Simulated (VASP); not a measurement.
# AgCl (I4/mmm) in VASP: further runs, part 3 of 3

VASP 6.6.1. The steps go on from the part before.

## 4. Electric field gradients, PBEsol (zz strain of -1 %)

The input, INCAR:

```
ALGO     = Normal         # electronic algorithm
EDIFF    = 1E-8           # SCF threshold, eV
ENCUT    = 520            # plane-wave cutoff, eV
GGA      = PS             # functional
ISIF     = 2              # what is computed and relaxed
ISMEAR   = -1             # smearing method
LASPH    = T              # aspherical terms in the spheres
LCHARG   = F              # write CHGCAR
LEFG     = T            
LREAL    = F              # projectors in reciprocal space
LWAVE    = F              # write WAVECAR
NBANDS   = 16             # bands
NELM     = 60             # most SCF steps
PREC     = Accurate       # precision mode
SIGMA    = 0.01           # smearing width, eV
```

The input, KPOINTS:

```
k-points
0
Gamma
  9 9 9
```

The input, POSCAR:

```
AgCl
1.0
    0.0000000000      2.7731500000      2.7454185000
    2.7731500000      0.0000000000      2.7454185000
    2.7731500000      2.7731500000      0.0000000000
Ag Cl
1 1
Direct
    0.5000000000      0.5000000000      0.5000000000
    0.0000000000      0.0000000000      0.0000000000
```

Potentials or basis: VASP PAW PBE potentials, release 64 (Ag, Cl).

The run is started by

```sh
> cat potpaw_PBE.64/Ag/POTCAR potpaw_PBE.64/Cl/POTCAR > POTCAR
> mpirun -np 1 vasp_std > vasp.out
```

OUTCAR:

```text
EDIFF = 1E-8
   ENCUT = 520
   GGA = PS
   ISIF = 2
   ISMEAR = -1
   LASPH = T
   LREAL = F
   NELM = 60
   PREC = Accurate

 ion  position               nearest neighbor table
   1  0.500  0.500  0.500-   2 2.75   2 2.75   2 2.77   2 2.77   2 2.77   2 2.77
   2  0.000  0.000  0.000-   1 2.75   1 2.75   1 2.77   1 2.77   1 2.77   1 2.77

  LATTYP: Found a body centered tetragonal cell.
 ALAT       =     3.9218263405
 C/A-ratio  =     1.4000714267

  Lattice vectors:

 A1 = (   0.0000000000,  -2.7731500000,  -2.7454185000)
 A2 = (   0.0000000000,   2.7731500000,  -2.7454185000)
 A3 = (   2.7731500000,   0.0000000000,   2.7454185000)

Analysis of symmetry for initial positions (statically):
=====================================================================
 Subroutine PRICEL returns:
 Original cell was already a primitive cell.

 Routine SETGRP: Setting up the symmetry group for a
 body centered tetragonal supercell.

 Subroutine GETGRP returns: Found 16 space group operations
 (whereof 16 operations were pure point group operations)
 out of a pool of 16 trial point group operations.

The static configuration has the point symmetry D_4h.

Analysis of symmetry for dynamics (positions and initial velocities):
=====================================================================
 Subroutine PRICEL returns:
 Original cell was already a primitive cell.

 Routine SETGRP: Setting up the symmetry group for a
 body centered tetragonal supercell.

 Subroutine GETGRP returns: Found 16 space group operations
 (whereof 16 operations were pure point group operations)
 out of a pool of 16 trial point group operations.

The dynamic configuration has the point symmetry D_4h.

 Subroutine INISYM returns: Found 16 space group operations
 (whereof 16 operations are pure point group operations),
 and found     1 'primitive' translations

----------------------------------------------------------------------------------------

                                     Primitive cell

  volume of cell :      42.2265

  direct lattice vectors                    reciprocal lattice vectors
     0.000000000  2.773150000  2.745418500    -0.180300380  0.180300380  0.182121596
     2.773150000  0.000000000  2.745418500     0.180300380 -0.180300380  0.182121596
     2.773150000  2.773150000  0.000000000     0.180300380  0.180300380 -0.182121596

  length of vectors
     3.902266478  3.902266478  3.921826340     0.313344427  0.313344427  0.313344427

  position of ions in fractional coordinates (direct lattice)
     0.500000000  0.500000000  0.500000000
     0.000000000  0.000000000  0.000000000

  ion indices of the primitive-cell ions
   primitive index   ion index
                 1           1
                 2           2

----------------------------------------------------------------------------------------

 KPOINTS: k-points

Automatic generation of k-mesh.
 Grid dimensions read from file:
[... 67 lines left out ...]
   EDIFFG = 0.1E-06   stopping-criterion for IOM
   NSW    =      0    number of steps for IOM
   IBRION =     -1    ionic relax: 0-MD 1-quasi-New 2-CG
   NFREE  =      0    steps in history (QN), initial steepest desc. (CG)
   ISIF   =      2    stress and relaxation
   ISYM   =      2    0-nonsym 1-usesym 2-fastsym
   POTIM  = 0.5000    time-step for ionic-motion
   TEBEG  =    0.0;   TEEND  =   0.0 temperature during run
   PSTRESS=    0.0 pullay stress
   NELECT =      18.0000    total number of electrons
   NUPDOWN=      -1.0000    fix difference up-down
   EMIN   =  10.00;   EMAX   =-10.00  energy-range for DOS
   EFERMI =   0.00;   METHOD = LEGACY
   ISMEAR =    -1;   SIGMA  =   0.01  broadening in eV -4-tet -1-fermi 0-gaus
   EFERMI_NEDOS =   21; number of points for ismear=-14 and -15
   IALGO  =     38    algorithm
   IMIX   =      4    mixing-type and parameters
     AMIX     =   0.40;   BMIX     =  1.00
     AMIX_MAG =   1.60;   BMIX_MAG =  1.00
  volume/ion in A,a.u.               =      21.11       142.48
  Fermi-wavevector in a.u.,A,eV,Ry     =   1.232075  2.328285 20.653773  1.518009
  Thomas-Fermi vector in A             =   2.366860
   LORBIT       =      0    0 simple, 1 ext, 2 COOP (PROOUT), +10 PAW based schemes
   GGA     = PS    functional components
   LHFCALC =     F    Hartree Fock is set to
   AEXX    =    0.0000 exact exchange contribution
   IVDW    =     0    specifies the selected vdW correction
   LEPSILON=     F    determine dielectric tensor
   LRPA    =     F    only Hartree local field effects (RPA)
 non-spin polarized calculation
  energy-cutoff  :      520.00
  volume of cell :       42.23
 maximum number of plane-waves:      1154
 NGX is ok and might be reduce to    30
   NGX = 15   NGY = 15   NGZ = 15

 number of electron      18.0000006 magnetization

 Free energy of the ion-electron system (eV)
  ---------------------------------------------------
  ext. energy  EPLUGINS =         0.00000000
  ---------------------------------------------------
  free energy    TOTEN  =        -6.04767004 eV

  energy without entropy =       -6.04767004  energy(sigma->0) =       -6.04767004

 E-fermi :   4.0597     XC(G=0): -10.2681

 val. band max:        3.8240882954   @ k =   0.4444  -0.0000   0.0000
 cond. band min:       4.5695699920   @ k =   0.0000   0.0000   0.0000
 fundamental gap:      0.7454816966
 Fermi energy:         4.0596887350

 k-point     1 :       0.0000    0.0000    0.0000
  band No.  band energies     occupation
      1     -11.3701      2.00000
      2       1.3157      2.00000
      3       1.3157      2.00000
      4       1.3418      2.00000
      5       1.3625      2.00000
      6       1.3661      2.00000
[... 433 lines left out ...]
      3       0.6769      2.00000
      4       0.6769      2.00000
      5       0.9952      2.00000
      6       1.5664      2.00000
[... 8 lines left out ...]
     15      19.2269      0.00000
     16      19.2269      0.00000

 [... further k-points ...]
[... 5 lines left out ...]
  --------------------------------------------------------------------------------------
  -------------------------------------------------------------------------------------
  Total       -0.6192970     -0.6192970     -0.5766775      0.0000000      0.0000000     -0.0000000
  in kB      -23.4976407    -23.4976407    -21.8805528      0.0000000      0.0000000     -0.0000000
  external PRESSURE =     -22.9586114 kB  Pullay stress =       0.0000000 kB

 VOLUME and BASIS-vectors are now :
 -----------------------------------------------------------------------------
  energy-cutoff  :      520.00
  volume of cell :       42.23
      direct lattice vectors                 reciprocal lattice vectors
     0.000000000  2.773150000  2.745418500    -0.180300380  0.180300380  0.182121596
     2.773150000  0.000000000  2.745418500     0.180300380 -0.180300380  0.182121596
     2.773150000  2.773150000  0.000000000     0.180300380  0.180300380 -0.182121596

 POSITION                                       TOTAL-FORCE (eV/Angst)
 -----------------------------------------------------------------------------------
      2.77315      2.77315      2.74542         0.000000      0.000000      0.000000
      0.00000      0.00000      0.00000         0.000000      0.000000     -0.000000
 -----------------------------------------------------------------------------------
    total drift:                                0.000000      0.000000      0.000000

  FREE ENERGIE OF THE ION-ELECTRON SYSTEM (eV)
  ---------------------------------------------------
  free  energy   TOTEN  =        -6.0476700393 eV

  energy  without entropy=       -6.0476700393  energy(sigma->0) =       -6.04767004

 Electric field gradients (V/A^2)
---------------------------------------------------------------------
 ion       V_xx      V_yy      V_zz      V_xy      V_xz      V_yz
---------------------------------------------------------------------
   1       2.946     2.946    -5.892    -0.000    -0.001    -0.001
   2      -2.530    -2.530     5.059    -0.000    -0.001    -0.001
---------------------------------------------------------------------

 Electric field gradients after diagonalization (V/A^2)
 (convention: |V_zz| > |V_xx| > |V_yy|)
----------------------------------------------------------------------
 ion       V_xx      V_yy      V_zz     asymmetry (V_yy - V_xx)/ V_zz
----------------------------------------------------------------------
   1       2.947     2.946    -5.892       0.000
   2      -2.530    -2.529     5.059       0.000
----------------------------------------------------------------------

           NMR quadrupolar parameters

 Cq : quadrupolar parameter    Cq=e*Q*V_zz/h
 eta: asymmetry parameters     (V_yy - V_xx)/ V_zz
 Q  : nuclear electric quadrupole moment in mb (millibarn)
----------------------------------------------------------------------
 ion       Cq(MHz)       eta       Q (mb)
----------------------------------------------------------------------
   1      -0.014       0.000       1.000
   2       0.012       0.000       1.000
----------------------------------------------------------------------
```

Wall time 54 s (1 thread of Intel Xeon Platinum 8259CL at 2.50GHz (Skylake/Cascade Lake), shared host); peak memory 0.2 GiB.

What came out:

```
Free energy            : -6.0477 eV
Pressure               : -2.3 GPa
Band gap on the k mesh : 0.75 eV, indirect (least direct gap 3.03 eV)
```

Stress tensor (GPa, compression positive):
```
-2.35  0.00  0.00
 0.00 -2.35  0.00
 0.00  0.00 -2.19
```

Levels at points of the mesh, in eV from the valence-band top:
```tsv
k point	band 5	band 6	band 7	band 8	band 9	band 10	band 11	band 12	band 13	band 14
(0.00, 0.00, 0.00)	-2.46	-2.46	-2.38	-2.35	-2.35	0.75	10.75	10.75	10.78	12.09
```

Electric field gradients, principal values (V/Å²):
| atom | least | middle | greatest (by size) |
| --- | --- | --- | --- |
| 1 Ag | 2.946 | 2.947 | -5.892 |
| 2 Cl | -2.529 | -2.530 | 5.059 |

Caveat: the cell differs from its parent crystal (zz strain of -1 %); without QUAD_EFG the Cq values of the log hold for a quadrupole moment of 1 mb, not for the nuclei; the PAW data sets were made with another functional, which shifts forces and pressure a little. A k mesh can miss the band edges.

## 5. Electric field gradients, PBEsol (equal xx and yy strain of -1 %)

The input, INCAR:

```
SYSTEM = AgCl
PREC = Accurate
ENCUT = 520
EDIFF = 1E-8
ISMEAR = -1
SIGMA = 0.01
LREAL = .False.
LASPH = .True.
NELM = 100
ALGO = Normal
ISIF = 2
LWAVE = .False.
LCHARG = .False.
GGA = PS
LEFG = .True.
NBANDS = 16
```

The input, KPOINTS:

```
Automatic mesh
0
Gamma
  9 9 9
  0 0 0
```

The input, POSCAR:

```
AgCl
1.0
    0.0000000000      2.7454185000      2.7731500000
    2.7454185000      0.0000000000      2.7731500000
    2.7454185000      2.7454185000      0.0000000000
Ag Cl
1 1
Direct
    0.5000000000      0.5000000000      0.5000000000
    0.0000000000      0.0000000000      0.0000000000
```

Potentials or basis: VASP PAW PBE potentials, release 64 (Ag, Cl).

The run is started by

```sh
> cat potpaw_PBE.64/Ag/POTCAR potpaw_PBE.64/Cl/POTCAR > POTCAR
> mpirun -np 1 vasp_std > vasp.out
```

OUTCAR:

```text
SYSTEM = AgCl
   PREC = Accurate
   ENCUT = 520
   EDIFF = 1E-8
   ISMEAR = -1
   LREAL = .False.
   LASPH = .True.
   NELM = 100
   ISIF = 2
   GGA = PS

 ion  position               nearest neighbor table
   1  0.500  0.500  0.500-   2 2.75   2 2.75   2 2.75   2 2.75   2 2.77   2 2.77
   2  0.000  0.000  0.000-   1 2.75   1 2.75   1 2.75   1 2.75   1 2.77   1 2.77

  LATTYP: Found a body centered tetragonal cell.
 ALAT       =     3.8826080771
 C/A-ratio  =     1.4284985479

  Lattice vectors:

 A1 = (  -2.7454185000,   0.0000000000,   2.7731500000)
 A2 = (   2.7454185000,   0.0000000000,   2.7731500000)
 A3 = (   0.0000000000,   2.7454185000,  -2.7731500000)

Analysis of symmetry for initial positions (statically):
=====================================================================
 Subroutine PRICEL returns:
 Original cell was already a primitive cell.

 Routine SETGRP: Setting up the symmetry group for a
[... 647 lines left out ...]
      direct lattice vectors                 reciprocal lattice vectors
     0.000000000  2.745418500  2.773150000    -0.182121596  0.182121596  0.180300380
     2.745418500  0.000000000  2.773150000     0.182121596 -0.182121596  0.180300380
     2.745418500  2.745418500  0.000000000     0.182121596  0.182121596 -0.180300380

 POSITION                                       TOTAL-FORCE (eV/Angst)
 -----------------------------------------------------------------------------------
      2.74542      2.74542      2.77315        -0.000000      0.000000     -0.000000
      0.00000      0.00000      0.00000         0.000000     -0.000000      0.000000
 -----------------------------------------------------------------------------------
    total drift:                                0.000000      0.000000      0.000000

  FREE ENERGIE OF THE ION-ELECTRON SYSTEM (eV)
  ---------------------------------------------------
  free  energy   TOTEN  =        -6.0529005446 eV

  energy  without entropy=       -6.0529005445  energy(sigma->0) =       -6.05290054

 Electric field gradients (V/A^2)
---------------------------------------------------------------------
 ion       V_xx      V_yy      V_zz      V_xy      V_xz      V_yz
---------------------------------------------------------------------
   1      -2.992    -2.992     5.983    -0.001    -0.001    -0.001
   2       2.479     2.479    -4.958    -0.001    -0.001    -0.001
---------------------------------------------------------------------

 Electric field gradients after diagonalization (V/A^2)
 (convention: |V_zz| > |V_xx| > |V_yy|)
----------------------------------------------------------------------
 ion       V_xx      V_yy      V_zz     asymmetry (V_yy - V_xx)/ V_zz
----------------------------------------------------------------------
   1      -2.993    -2.991     5.983       0.000
   2       2.480     2.478    -4.958       0.000
----------------------------------------------------------------------

           NMR quadrupolar parameters

 Cq : quadrupolar parameter    Cq=e*Q*V_zz/h
 eta: asymmetry parameters     (V_yy - V_xx)/ V_zz
 Q  : nuclear electric quadrupole moment in mb (millibarn)
----------------------------------------------------------------------
 ion       Cq(MHz)       eta       Q (mb)
----------------------------------------------------------------------
   1       0.014       0.000       1.000
   2      -0.012       0.000       1.000
----------------------------------------------------------------------
```

OSZICAR:

```text
N       E                     dE             d eps       ncg     rms          rms(c)
DAV:   1     0.903958600893E+02    0.90396E+02   -0.85383E+03  2408   0.102E+03
DAV:   2    -0.323975255134E+01   -0.93636E+02   -0.85598E+02  2976   0.214E+02
DAV:   3    -0.620057949020E+01   -0.29608E+01   -0.29536E+01  3000   0.390E+01
DAV:   4    -0.621493344302E+01   -0.14354E-01   -0.14353E-01  3040   0.313E+00
DAV:   5    -0.621508560611E+01   -0.15216E-03   -0.15216E-03  3000   0.320E-01    0.681E+00
DAV:   6    -0.605712346641E+01    0.15796E+00   -0.28105E-01  3120   0.706E+00    0.441E+00
DAV:   7    -0.605428411062E+01    0.28394E-02   -0.66867E-02  2856   0.171E+00    0.200E+00
DAV:   8    -0.605289915818E+01    0.13850E-02   -0.38642E-03  2904   0.637E-01    0.294E-01
DAV:   9    -0.605287147183E+01    0.27686E-04   -0.36937E-04  3072   0.256E-01    0.486E-02
DAV:  10    -0.605289831579E+01   -0.26844E-04   -0.42805E-05  3104   0.589E-02    0.115E-02
DAV:  11    -0.605290058158E+01   -0.22658E-05   -0.17172E-06  3048   0.102E-02    0.197E-03
DAV:  12    -0.605290059431E+01   -0.12734E-07   -0.16926E-07  2928   0.270E-03    0.692E-04
DAV:  13    -0.605290055958E+01    0.34726E-07   -0.13996E-08  2832   0.103E-03    0.468E-04
DAV:  14    -0.605290054059E+01    0.18998E-07   -0.34833E-09  1648   0.396E-04    0.116E-04
DAV:  15    -0.605290054456E+01   -0.39709E-08   -0.38552E-10  1496   0.173E-04
   1 F= -.60529005E+01 E0= -.60529005E+01  d E =-.989641E-11
```

It took 54 s on 1 thread of Intel Xeon Platinum 8259CL at 2.50GHz (Skylake/Cascade Lake), shared host; peak memory 0.2 GiB.

Results:

```
Free energy            : -6.0529 eV
Pressure               : -1.8 GPa
Band gap on the k mesh : 0.74 eV, indirect (least direct gap 3.06 eV)
```

Electric field gradients, principal values (V/Å²):
| atom | least | middle | greatest (by size) |
| --- | --- | --- | --- |
| 1 Ag | -2.991 | -2.993 | 5.983 |
| 2 Cl | 2.478 | 2.480 | -4.958 |

Caveat: the cell differs from its parent crystal (equal xx and yy strain of -1 %); without QUAD_EFG the Cq values of the log hold for a quadrupole moment of 1 mb, not for the nuclei; the PAW data sets were made with another functional, which shifts forces and pressure a little.

## 6. Overview

| cell | gap on the mesh (eV) | pressure (GPa) |
| --- | --- | --- |
| a = 3.883, b = 3.883, c = 3.843 Å, angles 60.3, 60.3, 59.3°, 2 atoms | 0.71 | -0.8 |
| a = 3.883, b = 3.883, c = 3.922 Å, angles 59.7, 59.7, 60.7°, 2 atoms | 0.72 | -1.8 |
| a = 3.902, b = 3.902, c = 3.922 Å, angles 59.8, 59.8, 60.3°, 2 atoms | 0.75 | -2.3 |
| a = 3.902, b = 3.902, c = 3.883 Å, angles 60.2, 60.2, 59.7°, 2 atoms | 0.74 | -1.8 |

Alike in all rows: task electric field gradients; level PBEsol; potentials or basis VASP PAW PBE potentials, release 64 (Ag, Cl); no spin polarisation; k mesh 9 × 9 × 9; cutoff (eV) 520; smearing fermi-dirac 0.01 eV.

Caveats: the PAW data sets were made with another functional, which shifts forces and pressure a little.

Absolute energies hang on the potentials; compare differences alone.
